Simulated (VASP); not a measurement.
# InSb (I-4m2) in VASP: further runs

InSb is run at these levels: PBE; tasks: single point.

Everything below comes from runs of VASP 6.6.1. Logs are shortened: lines on timing, memory, paths and dates and some standing lists are left out, and cuts for length are marked.

### Step 1. The cell of the first run

Symmetry: I-4m2, No. 119, tetragonal system. Conventional cell: a = 5.719 Å, b = 5.719 Å, c = 3.236 Å, α = 90.00°, β = 90.00°, γ = 90.00°. Within 3.9 Å of In (site symmetry -4m2) lie 8 Sb at 2.97 to 3.75 Å and 2 In at 3.24 Å. Sb (site symmetry -4m2) has 8 In at 2.97 to 3.75 Å and 2 Sb at 3.24 Å within 3.9 Å.

### Step 2. Single point, PBE

INCAR

```
SYSTEM = InSb
  ALGO = Normal
  EDIFF = 1E-7
  ENCUT = 520
  GGA = PE
  ISIF = 2
  ISMEAR = 0
  LASPH = .TRUE.
  LCHARG = .TRUE.
  LELF = .TRUE.
  LREAL = .FALSE.
  LVHAR = .TRUE.
  LWAVE = .FALSE.
  NBANDS = 16
  NELM = 100
  PREC = Accurate
  SIGMA = 0.15
```

KPOINTS

```
k-points
0
G
  16 16 16
  0 0 0
```

POSCAR

```
InSb
1.0
   -2.8595500000      2.8595500000      1.6177544584
    2.8595500000     -2.8595500000      1.6177544584
    2.8595500000      2.8595500000     -1.6177544584
In Sb
1 1
Direct
    0.2500000000      0.7500000000      0.5000000000
    0.0000000000      0.0000000000      0.0000000000
```

Potentials or basis: VASP PAW PBE potentials, release 64 (In_d, Sb).

Command:

```
> cat potpaw_PBE.64/In_d/POTCAR potpaw_PBE.64/Sb/POTCAR > POTCAR
> mpirun -np 1 vasp_std > vasp.out
```

OUTCAR:

```text
SYSTEM = InSb
   EDIFF = 1E-7
   ENCUT = 520
   GGA = PE
   ISIF = 2
   ISMEAR = 0
   LASPH = .TRUE.
   LREAL = .FALSE.
   NELM = 100
   PREC = Accurate

 ion  position               nearest neighbor table
   1  0.250  0.750  0.500-   2 2.97   2 2.97   2 2.97   2 2.97   2 3.75   2 3.75   2 3.75   2 3.75

   2  0.000  0.000  0.000-   1 2.97   1 2.97   1 2.97   1 2.97   1 3.75   1 3.75   1 3.75   1 3.75

  LATTYP: Found a body centered tetragonal cell.
 ALAT       =     5.7191000000
 C/A-ratio  =     0.5657374267

  Lattice vectors:

 A1 = (  -2.8595500000,   2.8595500000,   1.6177544584)
 A2 = (   2.8595500000,  -2.8595500000,   1.6177544584)
 A3 = (   2.8595500000,   2.8595500000,  -1.6177544584)

Analysis of symmetry for initial positions (statically):
=====================================================================
 Subroutine PRICEL returns:
 Original cell was already a primitive cell.

 Routine SETGRP: Setting up the symmetry group for a
 body centered tetragonal supercell.

 Subroutine GETGRP returns: Found  8 space group operations
 (whereof  8 operations were pure point group operations)
 out of a pool of 16 trial point group operations.

The static configuration has the point symmetry D_2d.

Analysis of symmetry for dynamics (positions and initial velocities):
=====================================================================
 Subroutine PRICEL returns:
 Original cell was already a primitive cell.

 Routine SETGRP: Setting up the symmetry group for a
 body centered tetragonal supercell.

 Subroutine GETGRP returns: Found  8 space group operations
 (whereof  8 operations were pure point group operations)
 out of a pool of 16 trial point group operations.

The dynamic configuration has the point symmetry D_2d.

 Subroutine INISYM returns: Found  8 space group operations
 (whereof  8 operations are pure point group operations),
 and found     1 'primitive' translations

----------------------------------------------------------------------------------------

                                     Primitive cell

  volume of cell :      52.9137

  direct lattice vectors                    reciprocal lattice vectors
    -2.859550000  2.859550000  1.617754458     0.000000000  0.174852687  0.309070389
     2.859550000 -2.859550000  1.617754458     0.174852687  0.000000000  0.309070389
     2.859550000  2.859550000 -1.617754458     0.174852687  0.174852687  0.000000000

  length of vectors
     4.355592026  4.355592026  4.355592026     0.355102756  0.355102756  0.247279041

  position of ions in fractional coordinates (direct lattice)
     0.250000000  0.750000000  0.500000000
     0.000000000  0.000000000  0.000000000

  ion indices of the primitive-cell ions
   primitive index   ion index
                 1           1
                 2           2

----------------------------------------------------------------------------------------

 KPOINTS: k-points

Automatic generation of k-mesh.
 Grid dimensions read from file:
 generate k-points for:   16   16   16

 Generating k-lattice:

  Cartesian coordinates                     Fractional coordinates (reciprocal lattice)
     0.000000000  0.010928293  0.019316899     0.062500000  0.000000000 -0.000000000
     0.010928293  0.000000000  0.019316899     0.000000000  0.062500000 -0.000000000
     0.010928293  0.010928293  0.000000000     0.000000000  0.000000000  0.062500000

  Length of vectors
     0.022193922  0.022193922  0.015454940

  Shift w.r.t. Gamma in fractional coordinates (k-lattice)
     0.000000000  0.000000000  0.000000000

 Subroutine IBZKPT returns following result:
 ===========================================

 Found    349 irreducible k-points:

 Following reciprocal coordinates:
            Coordinates               Weight
  0.000000  0.000000  0.000000      1.000000
  0.062500 -0.000000  0.000000      8.000000
  0.125000 -0.000000  0.000000      8.000000
  0.187500  0.000000  0.000000      8.000000
  0.250000 -0.000000  0.000000      8.000000
  0.312500  0.000000  0.000000      8.000000
[... 16 lines left out ...]
 -0.125000  0.062500 -0.000000     16.000000
 -0.062500  0.062500  0.000000      4.000000
 [... further k-points ...]
   k-points           NKPTS =    349   k-points in BZ     NKDIM =    349   number of bands    NBANDS=     16
   number of dos      NEDOS =    301   number of ions     NIONS =      2
   total plane-waves  NPLWV =  32768
   dimension x,y,z NGX =    32 NGY =   32 NGZ =   32
   dimension x,y,z NGXF=    64 NGYF=   64 NGZF=   64
   ions per type =               1   1
   NGX,Y,Z   is equivalent  to a cutoff of  12.21, 12.21, 12.21 a.u.
   NGXF,Y,Z  is equivalent  to a cutoff of  24.43, 24.43, 24.43 a.u.
 SYSTEM =  InSb
   PREC   = accura    normal or accurate (medium, high low for compatibility)
   ISTART =      0    job   : 0-new  1-cont  2-samecut
   ICHARG =      2    charge: 1-file 2-atom 10-const
   ISPIN  =      1    spin polarized calculation?
   LNONCOLLINEAR =      F non collinear calculations
   LSORBIT =      F    spin-orbit coupling
   LASPH  =      T    aspherical Exc in radial PAW
   ENCUT  =  520.0 eV  38.22 Ry    6.18 a.u.   8.10  8.10  8.10*2*pi/ulx,y,z
   NELM   =    100;   NELMIN=  2; NELMDL= -5     # of ELM steps
   EDIFF  = 0.1E-06   stopping-criterion for ELM
   LREAL  =      F    real-space projection
   EDIFFG = 0.1E-05   stopping-criterion for IOM
   NSW    =      0    number of steps for IOM
   IBRION =     -1    ionic relax: 0-MD 1-quasi-New 2-CG
   NFREE  =      0    steps in history (QN), initial steepest desc. (CG)
   ISIF   =      2    stress and relaxation
   ISYM   =      2    0-nonsym 1-usesym 2-fastsym
   POTIM  = 0.5000    time-step for ionic-motion
   TEBEG  =    0.0;   TEEND  =   0.0 temperature during run
   PSTRESS=    0.0 pullay stress
   NELECT =      18.0000    total number of electrons
   NUPDOWN=      -1.0000    fix difference up-down
   EMIN   =  10.00;   EMAX   =-10.00  energy-range for DOS
   EFERMI =   0.00;   METHOD = LEGACY
   ISMEAR =     0;   SIGMA  =   0.15  broadening in eV -4-tet -1-fermi 0-gaus
   EFERMI_NEDOS =   21; number of points for ismear=-14 and -15
   IALGO  =     38    algorithm
   IMIX   =      4    mixing-type and parameters
     AMIX     =   0.40;   BMIX     =  1.00
     AMIX_MAG =   1.60;   BMIX_MAG =  1.00
  volume/ion in A,a.u.               =      26.46       178.54
  Fermi-wavevector in a.u.,A,eV,Ry     =   1.142816  2.159609 17.769597  1.306029
  Thomas-Fermi vector in A             =   2.279513
   LORBIT       =      0    0 simple, 1 ext, 2 COOP (PROOUT), +10 PAW based schemes
   GGA     = PE    functional components
   LHFCALC =     F    Hartree Fock is set to
   AEXX    =    0.0000 exact exchange contribution
   IVDW    =     0    specifies the selected vdW correction
   LEPSILON=     F    determine dielectric tensor
   LRPA    =     F    only Hartree local field effects (RPA)
 non-spin polarized calculation
 Gauss-broadening in eV      SIGMA  =   0.15
  energy-cutoff  :      520.00
  volume of cell :       52.91
 maximum number of plane-waves:      1446
   NGX = 17   NGY = 17   NGZ = 17

 number of electron      18.0000005 magnetization

 Free energy of the ion-electron system (eV)
  ---------------------------------------------------
  ext. energy  EPLUGINS =         0.00000000
  ---------------------------------------------------
  free energy    TOTEN  =        -6.64699192 eV

  energy without entropy =       -6.63876425  energy(sigma->0) =       -6.64287809

 E-fermi :   7.9441     XC(G=0): -10.1780

 val. band max:        7.9426986395   @ k =  -0.3125  -0.3750   0.0625
 cond. band min:       7.9537208750   @ k =  -0.4375  -0.4375   0.0625
 fundamental gap:      0.0110222355
 Fermi energy:         7.9441428473

 k-point     1 :       0.0000    0.0000    0.0000
  band No.  band energies     occupation
      1      -6.9294      2.00000
      2      -6.7130      2.00000
      3      -6.7103      2.00000
      4      -6.6183      2.00000
      5      -6.6183      2.00000
      6      -3.7909      2.00000
[... 8 lines left out ...]
     15      17.0287      0.00000
     16      18.3905      0.00000

 k-point     2 :       0.0625   -0.0000    0.0000
  band No.  band energies     occupation
      1      -6.9152      2.00000
      2      -6.7139      2.00000
      3      -6.7082      2.00000
      4      -6.6244      2.00000
      5      -6.6244      2.00000
      6      -3.7186      2.00000
[... 8 lines left out ...]
     15      17.4058      0.00000
     16      17.5456      0.00000

 k-point     3 :       0.1250   -0.0000    0.0000
  band No.  band energies     occupation
      1      -6.8747      2.00000
      2      -6.7167      2.00000
      3      -6.7026      2.00000
      4      -6.6417      2.00000
      5      -6.6413      2.00000
      6      -3.5022      2.00000
[... 8 lines left out ...]
     15      16.5221      0.00000
     16      16.8679      0.00000

 k-point     4 :       0.1875    0.0000    0.0000
  band No.  band energies     occupation
      1      -6.8142      2.00000
      2      -6.7213      2.00000
      3      -6.6964      2.00000
      4      -6.6669      2.00000
      5      -6.6644      2.00000
      6      -3.1440      2.00000
[... 8 lines left out ...]
     15      15.8105      0.00000
     16      16.8628      0.00000
[... 324 lines left out ...]
 k-point    22 :      -0.1875    0.0625   -0.0000
  band No.  band energies     occupation
      1      -6.8729      2.00000
      2      -6.7217      2.00000
      3      -6.7000      2.00000
      4      -6.6420      2.00000
      5      -6.6392      2.00000
      6      -3.4096      2.00000
[... 8 lines left out ...]
     15      16.6916      0.00000
     16      16.9178      0.00000

 k-point    23 :      -0.1250    0.0625   -0.0000
  band No.  band energies     occupation
      1      -6.9139      2.00000
      2      -6.7173      2.00000
      3      -6.7061      2.00000
      4      -6.6248      2.00000
      5      -6.6229      2.00000
      6      -3.6567      2.00000
[... 8 lines left out ...]
     15      17.3583      0.00000
     16      17.5353      0.00000

 k-point    24 :      -0.0625    0.0625    0.0000
  band No.  band energies     occupation
      1      -6.9287      2.00000
      2      -6.7147      2.00000
      3      -6.7091      2.00000
      4      -6.6185      2.00000
      5      -6.6175      2.00000
      6      -3.7599      2.00000
[... 8 lines left out ...]
     15      16.9629      0.00000
     16      18.3221      0.00000

 [... further k-points ...]

------------------------ aborting loop because EDIFF is reached ----------------------------------------

  FORCE on cell =-STRESS in cart. coord.  units (eV):
  Direction    XX          YY          ZZ          XY          YZ          ZX
  --------------------------------------------------------------------------------------
  -------------------------------------------------------------------------------------
  Total        1.5704724      1.5704724      0.7399309      0.0000000      0.0000000      0.0000000
  in kB       47.5524502     47.5524502     22.4044214      0.0000000      0.0000000      0.0000000
  external PRESSURE =      39.1697740 kB  Pullay stress =       0.0000000 kB

 VOLUME and BASIS-vectors are now :
 -----------------------------------------------------------------------------
  energy-cutoff  :      520.00
  volume of cell :       52.91
      direct lattice vectors                 reciprocal lattice vectors
    -2.859550000  2.859550000  1.617754458     0.000000000  0.174852687  0.309070389
     2.859550000 -2.859550000  1.617754458     0.174852687  0.000000000  0.309070389
     2.859550000  2.859550000 -1.617754458     0.174852687  0.174852687  0.000000000

 POSITION                                       TOTAL-FORCE (eV/Angst)
 -----------------------------------------------------------------------------------
      2.85955      0.00000      0.80888         0.000000      0.000000      0.000000
      0.00000      0.00000      0.00000        -0.000000     -0.000000     -0.000000
 -----------------------------------------------------------------------------------
    total drift:                               -0.000000      0.000000      0.000000

  FREE ENERGIE OF THE ION-ELECTRON SYSTEM (eV)
  ---------------------------------------------------
  free  energy   TOTEN  =        -6.6469919220 eV

  energy  without entropy=       -6.6387642531  energy(sigma->0) =       -6.64287809
```

It took 2.8 min on 1 thread of Intel Xeon 6975P-C, shared host; peak memory 0.42 GiB.

Results:

- Free energy: -6.6470 eV
- Pressure: 3.9 GPa
- Band gap on the k mesh: zero (band 9 reaches 9.82 eV, above the bottom of band 10 at 5.02 eV)

Stress tensor (GPa, compression positive):
```
4.76 0.00 0.00
0.00 4.76 0.00
0.00 0.00 2.24
```

Levels at points of the mesh, in eV from the Fermi level:
| k point | band 7 | band 8 | band 9 | band 10 | band 11 | band 12 |
| --- | --- | --- | --- | --- | --- | --- |
| (0.00, 0.00, 0.00) | -2.84 | -2.09 | -2.09 | 3.28 | 4.46 | 6.92 |
| (0.50, 0.00, 0.00) | -5.27 | -2.18 | -1.52 | -1.26 | 2.38 | 3.16 |
| (0.50, 0.50, 0.00) | -7.71 | -0.28 | 1.88 | 1.89 | 2.32 | 3.91 |
| (0.50, 0.50, 0.50) | -5.48 | -4.94 | -4.94 | 3.26 | 5.18 | 9.86 |

Caveat: spin-orbit coupling is left out, which moves the levels of the heavy elements.

### Step 3. Single point, PBE

This run uses another cell than the first one, of 26.57 Å³/atom, 1.004 times its volume.

INCAR

```
ALGO = Normal
EDIFF = 1E-7
ENCUT = 520
GGA = PE
ISIF = 2
ISMEAR = 0
LASPH = T
LCHARG = T
LELF = T
LREAL = F
LVHAR = T
LWAVE = F
NBANDS = 16
NELM = 100
PREC = Accurate
SIGMA = 0.15
```

KPOINTS

```
k-points
0
Gamma
  16 16 16
```

POSCAR

```
InSb
1.0
   -2.8102500000      2.8102500000      1.6824500000
    2.8102500000     -2.8102500000      1.6824500000
    2.8102500000      2.8102500000     -1.6824500000
In Sb
1 1
Direct
    0.2500000000      0.7500000000      0.5000000000
    0.0000000000      0.0000000000      0.0000000000
```

Potentials or basis: VASP PAW PBE potentials, release 64 (In_d, Sb).

Command:

```
> cat potpaw_PBE.64/In_d/POTCAR potpaw_PBE.64/Sb/POTCAR > POTCAR
> mpirun -np 1 vasp_std > vasp.out
```

It took 3.1 min on 1 thread of Intel Xeon 6975P-C, shared host; peak memory 0.43 GiB.

Results (log left out):

| Property | Result |
| --- | --- |
| Free energy | -6.6024 eV |
| Pressure | 4.3 GPa |
| Band gap on the k mesh | zero (band 9 reaches 9.84 eV, above the bottom of band 10 at 5.11 eV) |

Stress tensor (GPa, compression positive):
```
6.04 0.00 0.00
0.00 6.04 0.00
0.00 0.00 0.72
```

Levels at points of the mesh, in eV from the Fermi level:
| k point | band 5 | band 6 | band 7 | band 8 | band 9 | band 10 | band 11 | band 12 | band 13 | band 14 |
| --- | --- | --- | --- | --- | --- | --- | --- | --- | --- | --- |
| (0.00, 0.00, 0.00) | -14.62 | -11.71 | -2.35 | -1.89 | -1.89 | 3.48 | 3.72 | 7.15 | 7.15 | 7.58 |
| (0.50, 0.00, 0.00) | -14.56 | -8.61 | -5.41 | -2.09 | -1.73 | -1.20 | 2.32 | 3.28 | 5.30 | 7.95 |
| (0.50, 0.50, 0.00) | -14.60 | -10.33 | -7.65 | -0.07 | 1.87 | 2.25 | 2.78 | 3.44 | 6.32 | 7.37 |
| (0.50, 0.50, 0.50) | -14.60 | -9.04 | -5.28 | -4.89 | -4.89 | 2.38 | 4.22 | 10.31 | 10.31 | 12.42 |

Caveat: spin-orbit coupling is left out, which moves the levels of the heavy elements.
